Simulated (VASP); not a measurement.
# PtS2 (P-3m1) in VASP: a series of runs, part 2 of 2

VASP 6.6.1.

### 4 Single point, PBE

Contents of INCAR:

```
ALGO = Normal ; EDIFF = 1E-7
ENCUT = 520 ; GGA = PE
ISIF = 2 ; ISMEAR = 0
LASPH = T ; LCHARG = F
LREAL = F ; LWAVE = F
NBANDS = 18 ; NELM = 60
PREC = Accurate ; SIGMA = 0.05
```

Contents of KPOINTS:

```
k-points
0
Gamma
  9 9 4
```

Contents of POSCAR:

```
PtS2
1.0
    3.5765911006      0.0000000000      0.0000000000
   -1.7882955503      3.0974187520      0.0000000000
    0.0000000000      0.0000000000      6.4966356506
Pt S
1 2
Direct
    0.0000000000      0.0000000000      0.0000000000
    0.3333333333      0.6666666667      0.1889525212
    0.6666666667      0.3333333333      0.8110474788
```

Potentials or basis: VASP PAW PBE potentials, release 64 (Pt, S).

Command:

```sh
> cat potpaw_PBE.64/Pt/POTCAR potpaw_PBE.64/S/POTCAR > POTCAR
> mpirun -np 1 vasp_std > vasp.out
```

OUTCAR:

```text
EDIFF = 1E-7
   ENCUT = 520
   GGA = PE
   ISIF = 2
   ISMEAR = 0
   LASPH = T
   LREAL = F
   NELM = 60
   PREC = Accurate

 ion  position               nearest neighbor table
   1  0.000  0.000  0.000-   2 2.40   3 2.40   2 2.40   3 2.40   3 2.40   2 2.40
   2  0.333  0.667  0.189-   1 2.40   1 2.40   1 2.40
   3  0.667  0.333  0.811-   1 2.40   1 2.40   1 2.40

  LATTYP: Found a hexagonal cell.
 ALAT       =     3.5765911006
 C/A-ratio  =     1.8164323144

  Lattice vectors:

 A1 = (   3.5765911006,   0.0000000000,   0.0000000000)
 A2 = (  -1.7882955503,   3.0974187520,   0.0000000000)
 A3 = (   0.0000000000,   0.0000000000,   6.4966356506)

Analysis of symmetry for initial positions (statically):
=====================================================================
 Subroutine PRICEL returns:
 Original cell was already a primitive cell.

 Routine SETGRP: Setting up the symmetry group for a
 hexagonal supercell.

 Subroutine GETGRP returns: Found 12 space group operations
 (whereof 12 operations were pure point group operations)
 out of a pool of 24 trial point group operations.

The static configuration has the point symmetry D_3d.

Analysis of symmetry for dynamics (positions and initial velocities):
=====================================================================
 Subroutine PRICEL returns:
 Original cell was already a primitive cell.

 Routine SETGRP: Setting up the symmetry group for a
 hexagonal supercell.

 Subroutine GETGRP returns: Found 12 space group operations
 (whereof 12 operations were pure point group operations)
 out of a pool of 24 trial point group operations.

The dynamic configuration has the point symmetry D_3d.

[... 108 lines left out ...]
   POTIM  = 0.5000    time-step for ionic-motion
   TEBEG  =    0.0;   TEEND  =   0.0 temperature during run
   PSTRESS=    0.0 pullay stress
   NELECT =      22.0000    total number of electrons
   NUPDOWN=      -1.0000    fix difference up-down
   EMIN   =  10.00;   EMAX   =-10.00  energy-range for DOS
   EFERMI =   0.00;   METHOD = LEGACY
   ISMEAR =     0;   SIGMA  =   0.05  broadening in eV -4-tet -1-fermi 0-gaus
   EFERMI_NEDOS =   21; number of points for ismear=-14 and -15
   IALGO  =     38    algorithm
   IMIX   =      4    mixing-type and parameters
     AMIX     =   0.40;   BMIX     =  1.00
     AMIX_MAG =   1.60;   BMIX_MAG =  1.00
  volume/ion in A,a.u.               =      23.99       161.89
  Fermi-wavevector in a.u.,A,eV,Ry     =   1.102799  2.083989 16.546947  1.216166
  Thomas-Fermi vector in A             =   2.239248
   LORBIT       =      0    0 simple, 1 ext, 2 COOP (PROOUT), +10 PAW based schemes
   GGA     = PE    functional components
   LHFCALC =     F    Hartree Fock is set to
   AEXX    =    0.0000 exact exchange contribution
   IVDW    =     0    specifies the selected vdW correction
   LEPSILON=     F    determine dielectric tensor
   LRPA    =     F    only Hartree local field effects (RPA)
 non-spin polarized calculation
 Gauss-broadening in eV      SIGMA  =   0.05
  energy-cutoff  :      520.00
  volume of cell :       71.97
 maximum number of plane-waves:      1962
 NGX is ok and might be reduce to    28
   NGX = 13   NGY = 13   NGZ = 25

 number of electron      21.9999995 magnetization

 Free energy of the ion-electron system (eV)
  ---------------------------------------------------
  ext. energy  EPLUGINS =         0.00000000
  ---------------------------------------------------
  free energy    TOTEN  =       -15.46538517 eV

  energy without entropy =      -15.46538517  energy(sigma->0) =      -15.46538517

 E-fermi :   3.2889     XC(G=0):  -8.8811

 val. band max:        3.0479292349   @ k =   0.0000   0.2222   0.2500
 cond. band min:       4.6182696967   @ k =   0.0000   0.2222   0.2500
 fundamental gap:      1.5703404619
 Fermi energy:         3.2888566830

 k-point     1 :       0.0000    0.0000    0.0000
  band No.  band energies     occupation
      1     -11.0106      2.00000
      2      -8.7682      2.00000
      3      -2.5517      2.00000
      4      -2.5517      2.00000
      5      -2.2909      2.00000
      6       0.1247      2.00000
[... 481 lines left out ...]
      5      -1.5880      2.00000
      6      -0.9845      2.00000
[... 10 lines left out ...]
     17      12.4630      0.00000
     18      13.3544      0.00000

 [... further k-points ...]
[... 5 lines left out ...]
  --------------------------------------------------------------------------------------
  -------------------------------------------------------------------------------------
  Total       -0.1776615     -0.1776615     -0.1168314      0.0000000      0.0000000     -0.0000000
  in kB       -3.9549981     -3.9549981     -2.6008332      0.0000000      0.0000000     -0.0000000
  external PRESSURE =      -3.5036098 kB  Pullay stress =       0.0000000 kB

 VOLUME and BASIS-vectors are now :
 -----------------------------------------------------------------------------
  energy-cutoff  :      520.00
  volume of cell :       71.97
      direct lattice vectors                 reciprocal lattice vectors
     3.576591101  0.000000000  0.000000000     0.279595842  0.161424735  0.000000000
    -1.788295550  3.097418752  0.000000000     0.000000000  0.322849469  0.000000000
     0.000000000  0.000000000  6.496635651     0.000000000  0.000000000  0.153925825

 POSITION                                       TOTAL-FORCE (eV/Angst)
 -----------------------------------------------------------------------------------
      0.00000      0.00000      0.00000        -0.000000      0.000000      0.000000
     -0.00000      2.06495      1.22756         0.000000      0.000000     -0.036345
      1.78830      1.03247      5.26908        -0.000000     -0.000000      0.036345
 -----------------------------------------------------------------------------------
    total drift:                                0.000000     -0.000000     -0.000000

  FREE ENERGIE OF THE ION-ELECTRON SYSTEM (eV)
  ---------------------------------------------------
  free  energy   TOTEN  =       -15.4653851710 eV

  energy  without entropy=      -15.4653851710  energy(sigma->0) =      -15.46538517
```

OSZICAR:

```text
N       E                     dE             d eps       ncg     rms          rms(c)
DAV:   1     0.118060185246E+03    0.11806E+03   -0.99815E+03  1556   0.105E+03
DAV:   2    -0.103349283501E+02   -0.12840E+03   -0.12412E+03  1930   0.215E+02
DAV:   3    -0.167565454540E+02   -0.64216E+01   -0.63769E+01  2008   0.498E+01
DAV:   4    -0.168434483895E+02   -0.86903E-01   -0.86854E-01  2020   0.620E+00
DAV:   5    -0.168454398192E+02   -0.19914E-02   -0.19912E-02  2074   0.898E-01    0.170E+01
DAV:   6    -0.157357559730E+02    0.11097E+01   -0.63680E+00  1624   0.243E+01    0.111E+01
DAV:   7    -0.154851566192E+02    0.25060E+00   -0.12900E+00  1614   0.113E+01    0.542E+00
DAV:   8    -0.154690777481E+02    0.16079E-01   -0.77088E-02  1796   0.190E+00    0.110E+00
DAV:   9    -0.154650618991E+02    0.40158E-02   -0.11329E-02  1798   0.107E+00    0.246E-01
DAV:  10    -0.154653248975E+02   -0.26300E-03   -0.18589E-03  1886   0.265E-01    0.973E-02
DAV:  11    -0.154653827557E+02   -0.57858E-04   -0.89886E-05  1800   0.834E-02    0.442E-02
DAV:  12    -0.154653834339E+02   -0.67816E-06   -0.14696E-05  1844   0.361E-02    0.117E-02
DAV:  13    -0.154653848420E+02   -0.14082E-05   -0.21821E-06  1864   0.100E-02    0.383E-03
DAV:  14    -0.154653851409E+02   -0.29891E-06   -0.28168E-07  1870   0.388E-03    0.573E-04
DAV:  15    -0.154653851710E+02   -0.30009E-07   -0.29038E-08  1416   0.115E-03
   1 F= -.15465385E+02 E0= -.15465385E+02  d E =-.604684E-13
```

stdout:

```text
POSCAR found type information on POSCAR PtS
 POSCAR found :  2 types and       3 ions
 scaLAPACK will be used
 LDA part: xc-table for (Slater+PW92), standard interpolation
 POSCAR, INCAR and KPOINTS ok, starting setup
 FFT: planning ... GRIDC
 FFT: planning ... GRID_SOFT
 FFT: planning ... GRID
 WAVECAR not read
 entering main loop
```

Run time: 48 s. Hardware: 1 thread of Intel Xeon 8259CL, shared host; peak memory 0.21 GiB.

What came out:

- Free energy: -15.4654 eV
- Pressure: -0.4 GPa
- Largest force: 0.036 eV/Å
- Band gap on the k mesh: 1.57 eV

Forces in eV/Å, atoms in the order of the input:
```
Pt   0.000  0.000  0.000
S    0.000  0.000 -0.036
S    0.000  0.000  0.036
```

Levels at points of the mesh, in eV from the valence-band top:
| k point | band 7 | band 8 | band 9 | band 10 | band 11 | band 12 | band 13 | band 14 | band 15 | band 16 |
| --- | --- | --- | --- | --- | --- | --- | --- | --- | --- | --- |
| (0.00, 0.00, 0.00) | -2.92 | -1.00 | -0.38 | -0.37 | -0.37 | 3.08 | 3.08 | 5.33 | 5.98 | 8.75 |
| (0.00, 0.00, 0.50) | -2.92 | -1.08 | -0.75 | -0.38 | -0.38 | 3.11 | 3.11 | 5.92 | 6.90 | 7.52 |

Caveat: spin-orbit coupling is left out, which moves the levels of the heavy elements; an odd mesh through Γ misses points on the zone boundary, where band edges can lie; this functional lacks dispersion, which binds the layers, so the pressure and a relaxed spacing across them are unreliable.
